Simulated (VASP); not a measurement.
Ti: single point with PBEsol

Ti:

```
CELL_PARAMETERS angstrom
4.43360 0.00000 0.00000
-2.21680 3.83961 0.00000
0.00000 0.00000 2.86550
ATOMIC_POSITIONS crystal
Ti 0.00000 0.00000 0.00000
Ti 0.33333 0.66667 0.50000
Ti 0.66667 0.33333 0.50000
```

```yaml
Program: VASP 6.6.1
Task: single point
Functional: PBEsol
Potentials_or_basis: VASP PAW PBE potentials, release 64 (Ti_sv)
Cutoff: 520 eV
k_mesh: 12 × 12 × 14
Occupations: gaussian, width 0.15 eV
Spin: no spin polarisation
```

- Pressure: 1.0 GPa
- Band gap on the k mesh: zero (band 18 reaches 9.18 eV, above the bottom of band 19 at 8.69 eV)

Stress tensor (GPa, compression positive):
```
 3.54  0.00  0.00
 0.00  3.54  0.00
 0.00  0.00 -4.21
```

Levels at points of the mesh, in eV from the Fermi level:
| k point | band 15 | band 16 | band 17 | band 18 | band 19 | band 20 | band 21 | band 22 |
| --- | --- | --- | --- | --- | --- | --- | --- | --- |
| (0.00, 0.00, 0.00) | -0.67 | -0.67 | -0.57 | -0.57 | 0.20 | 0.94 | 1.38 | 1.38 |
| (0.50, 0.00, 0.00) | -2.77 | -0.49 | -0.36 | -0.32 | 0.12 | 0.69 | 0.76 | 1.49 |
| (0.00, 0.00, 0.50) | -2.27 | -1.96 | -1.76 | -1.76 | 1.24 | 1.24 | 1.26 | 1.26 |
| (0.50, 0.00, 0.50) | -1.78 | -1.29 | -0.89 | -0.74 | 0.36 | 0.75 | 0.96 | 1.07 |

It took 4.8 min on 1 thread of Intel(R) Xeon(R) 6975P-C (Granite Rapids), with other jobs on the host, peak memory 0.27 GiB.

Caveat: the PAW data sets were made with another functional, which shifts forces and pressure a little.
